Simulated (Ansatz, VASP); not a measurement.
# Two plane-wave programs on InO

```
In O
1.0
     3.31547    0.00000    0.00000
    -1.65773    2.87128    0.00000
     0.00000    0.00000   15.24202
In O
2 2
Cartesian
  1.6577 0.9571 8.9931
  1.6577 0.9571 6.2489
  0.0000 0.0000 9.7529
  0.0000 0.0000 5.4892
```

Change from the starting cell: strain -0.040 along x and y, -0.040 along z, atoms carried along.

Alike in both runs: task single point; functional PBE; k mesh 12 × 12 × 2; occupations gaussian, width 0.03 eV; no spin polarisation.

```csv
,VASP,Ansatz
version,VASP 6.6.1,Ansatz 0.2.0
potentials or method,"VASP PAW PBE potentials, release 64 (In_d, O), cutoff 520 eV","scalar-relativistic, plane waves, PAW"
valence electrons in the cell,38,38
```

|  | VASP | Ansatz | Ansatz less VASP |
| --- | --- | --- | --- |
| gap on the k mesh at the Fermi level (eV) | 0.50 | 0.51 | +0.009 |
| least direct gap on the mesh (eV) | 1.51 | 1.52 | +0.011 |
| rms of the force components (eV/Å) | 0.538 | 0.514 | -0.0236 |

Atom by atom the forces differ by 0.025 eV/Å (rms over components). The functional is the same, so the differences come from potentials, cutoffs and numerics.
